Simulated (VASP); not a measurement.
# TaSiH4 (Pmmm) in VASP: further runs, part 2 of 2

VASP 6.6.1. The steps go on from the part before.

### 3 Relaxation of cell and atoms, PBE

This run uses another cell than the first one, of 9.41 Å³/atom, 1.227 times its volume.

The input, INCAR:

```
PREC = Accurate
ENCUT = 600
EDIFF = 1E-6
ISMEAR = 0
SIGMA = 0.1
LREAL = False
LASPH = True
NELM = 60
ALGO = Normal
ISIF = 3
LWAVE = False
LCHARG = False
GGA = PE
IBRION = 2
NSW = 90
EDIFFG = -0.04
```

The input, KPOINTS:

```
regular mesh
0
Gamma
  6 6 4
```

The input, POSCAR:

```
TaSiH4
1.0
    3.0786024500      0.0000000000      0.0000000000
    0.0000000000      3.4373116500      0.0000000000
    0.0000000000      0.0000000000      5.3335957600
Ta Si H
1 1 4
Direct
    0.5000000000      0.0000000000      0.5000000000
    0.0000000000      0.0000000000      0.0000000000
    0.0000000000      0.5000000000      0.6684151300
    0.5000000000      0.5000000000      0.1651348500
    0.5000000000      0.5000000000      0.8348651500
    0.0000000000      0.5000000000      0.3315848700
```

Potentials or basis: VASP PAW PBE potentials, release 64 (Ta_pv, Si, H).

Launch:

```sh
> cat potpaw_PBE.64/Ta_pv/POTCAR potpaw_PBE.64/Si/POTCAR potpaw_PBE.64/H/POTCAR > POTCAR
> mpirun -np 1 vasp_std > vasp.out
```

OUTCAR:

```text
PREC = Accurate
   ENCUT = 600
   EDIFF = 1E-6
   ISMEAR = 0
   LREAL = False
   LASPH = True
   NELM = 60
   ISIF = 3
   GGA = PE
   IBRION = 2
   NSW = 90
   EDIFFG = -0.04

 ion  position               nearest neighbor table
   1  0.500  0.000  0.500-   2 3.08   2 3.08   2 3.08   2 3.08
   2  0.000  0.000  0.000-   1 3.08   1 3.08   1 3.08   1 3.08
   3  0.000  0.500  0.668-
   4  0.500  0.500  0.165-
   5  0.500  0.500  0.835-
   6  0.000  0.500  0.332-

  LATTYP: Found a simple orthorhombic cell.
 ALAT       =     3.0786024500
 B/A-ratio  =     1.1165168955
 C/A-ratio  =     1.7324730447

  Lattice vectors:

 A1 = (   3.0786024500,   0.0000000000,   0.0000000000)
 A2 = (   0.0000000000,   3.4373116500,   0.0000000000)
 A3 = (   0.0000000000,   0.0000000000,   5.3335957600)

[... 405 lines left out ...]
      1     -28.6583      2.00000
      2     -28.6412      2.00000
      3     -28.4841      2.00000
      4      -7.2093      2.00000
      5      -1.7549      2.00000
      6       0.6299      2.00000
      7       1.3908      2.00000
      8       6.5629      0.00325
      9       7.6234      0.00000
     10       7.7760      0.00000
     11       8.1113      0.00000
     12       8.8442      0.00000
     13       8.8771      0.00000
[... 354 lines left out ...]
  band No.  band energies     occupation
      1     -28.8509      2.00000
      2     -28.6044      2.00000
      3     -28.5983      2.00000
      4      -4.2372      2.00000
      5      -1.7903      2.00000
      6      -1.1204      2.00000
      7       1.2363      2.00000
      8       3.9029      2.00000
      9       4.2704      2.00000
     10       6.8617      0.00000
     11       7.8722      0.00000
     12       8.9733      0.00000
     13       9.6821      0.00000

 [... further k-points ...]

------------------------ aborting loop because EDIFF is reached ----------------------------------------

  FORCE on cell =-STRESS in cart. coord.  units (eV):
  Direction    XX          YY          ZZ          XY          YZ          ZX
  --------------------------------------------------------------------------------------
  -------------------------------------------------------------------------------------
  Total       -0.0565353      0.0069936      0.0693450      0.0000000      0.0000000      0.0000000
  in kB       -1.9661789      0.2432212      2.4116727      0.0000000      0.0000000      0.0000000
  external PRESSURE =       0.2295717 kB  Pullay stress =       0.0000000 kB
[... 21 lines left out ...]
  FREE ENERGIE OF THE ION-ELECTRON SYSTEM (eV)
  ---------------------------------------------------
  free  energy   TOTEN  =       -28.1020742514 eV

  energy  without entropy=      -28.0926719478  energy(sigma->0) =      -28.09737310

 reached required accuracy - stopping structural energy minimisation
```

OSZICAR:

```text
N       E                     dE             d eps       ncg     rms          rms(c)
DAV:   1     0.801765211143E+02    0.80177E+02   -0.10196E+04  1248   0.140E+03
DAV:   2    -0.239466702014E+02   -0.10412E+03   -0.10220E+03  1428   0.294E+02
[... 200 lines left out ...]
  22 F= -.28101764E+02 E0= -.28097050E+02  d E =-.162558E-01
       N       E                     dE             d eps       ncg     rms          rms(c)
DAV:   1    -0.281021522746E+02   -0.38772E-03   -0.15332E-02  1298   0.108E+00    0.534E-02
DAV:   2    -0.281020914667E+02    0.60808E-04   -0.45578E-04  1601   0.188E-01    0.282E-02
DAV:   3    -0.281020739413E+02    0.17525E-04   -0.55883E-05  1561   0.572E-02    0.126E-02
DAV:   4    -0.281020742514E+02   -0.31012E-06   -0.63626E-06  1317   0.180E-02
  23 F= -.28102074E+02 E0= -.28097373E+02  d E =-.309768E-03
```

It took 9 min on 1 thread of Oxide Virtual Turin-like, shared host; peak memory 0.2 GiB.

Results:

```
Free energy                            : -28.1021 eV
Relaxed volume                         : 7.68 Å³/atom
Relaxed cell                           : a = 3.335 Å, b = 3.038 Å, c = 4.547 Å, α = 90.00°, β = 90.00°, γ = 90.00°
Space group after relaxing (to 0.05 Å) : Pmmm (No. 47)
Energy gained by relaxing              : 409.4 meV/atom
Ionic steps                            : 23
Pressure after relaxing                : 0.0 GPa
Largest force after relaxing           : 0.011 eV/Å
```

Forces in eV/Å, atoms in the order of the input:
```
Ta   0.000  0.000  0.000
Si   0.000  0.000  0.000
H    0.000  0.000  0.002
H    0.000  0.000 -0.011
H    0.000  0.000  0.011
H    0.000  0.000 -0.002
```

Step by step:
```tsv
step	energy change (eV)	largest force (eV/Å)	pressure (GPa)	volume (Å³)
1	0.0000	0.7101	-24.52	56.44
2	-1.3752	0.7402	-9.31	45.47
3	-1.4902	0.6973	0.36	42.47
4	-1.4910	0.6907	1.58	42.16
5	-1.5959	0.7657	2.28	42.12
6	-1.8753	0.6390	5.32	41.97
7	-2.1010	0.6565	16.47	41.49
8	-2.1335	0.7534	15.78	41.83
9	-2.1797	1.0504	14.35	42.84
10	-2.2406	0.9264	11.65	43.39
11	-2.3618	0.5847	4.52	45.05
12	-2.3687	0.6282	-6.53	48.49
13	-2.4015	0.5480	-1.87	46.87
14	-2.4016	0.5428	-1.56	46.77
15	-2.4147	0.4382	-1.35	46.75
16	-2.4386	0.2207	-0.67	46.70
17	-2.4400	0.2354	-0.33	46.68
18	-2.4401	0.2060	-0.43	46.69
19	-2.4442	0.1829	-0.37	46.61
20	-2.4528	0.1141	-0.24	46.37
21	-2.4547	0.1090	0.15	45.90
22	-2.4564	0.0480	-0.02	46.10
23	-2.4567	0.0113	0.02	46.07
```

Final structure:
```
CELL_PARAMETERS angstrom
3.33478 0.00000 0.00000
0.00000 3.03791 0.00000
0.00000 0.00000 4.54742
ATOMIC_POSITIONS crystal
Ta 0.50000 0.00000 0.50000
Si 0.00000 0.00000 0.00000
H 0.00000 0.50000 0.59792
H 0.50000 0.50000 0.22865
H 0.50000 0.50000 0.77135
H 0.00000 0.50000 0.40208
```

Levels at points of the mesh, in eV from the Fermi level:
```csv
k point,band 7,band 8,band 9,band 10,band 11,band 12,band 13
"(0.00, 0.00, 0.00)",-4.96,0.21,1.27,1.42,1.76,2.49,2.52
"(0.50, 0.00, 0.00)",-5.30,-3.60,-2.90,0.23,1.68,3.11,6.04
"(0.00, 0.50, 0.00)",-4.37,-2.51,-1.11,-0.50,0.95,1.65,4.05
"(0.50, 0.50, 0.00)",-5.40,-4.03,-3.10,-1.19,0.61,3.58,4.68
"(0.00, 0.00, 0.50)",-2.98,-1.20,-0.39,0.50,2.52,2.83,3.29
"(0.50, 0.00, 0.50)",-6.88,-1.06,0.44,1.12,1.27,1.36,3.33
"(0.00, 0.50, 0.50)",-5.14,-1.09,-1.00,-0.48,-0.07,0.11,5.25
"(0.50, 0.50, 0.50)",-3.67,-3.47,-1.92,-1.34,-0.17,2.96,3.67
```

Caveat: the volume moved by over 15 % at a fixed basis, so the end points are rough; spin-orbit coupling is left out, which moves the levels of the heavy elements.
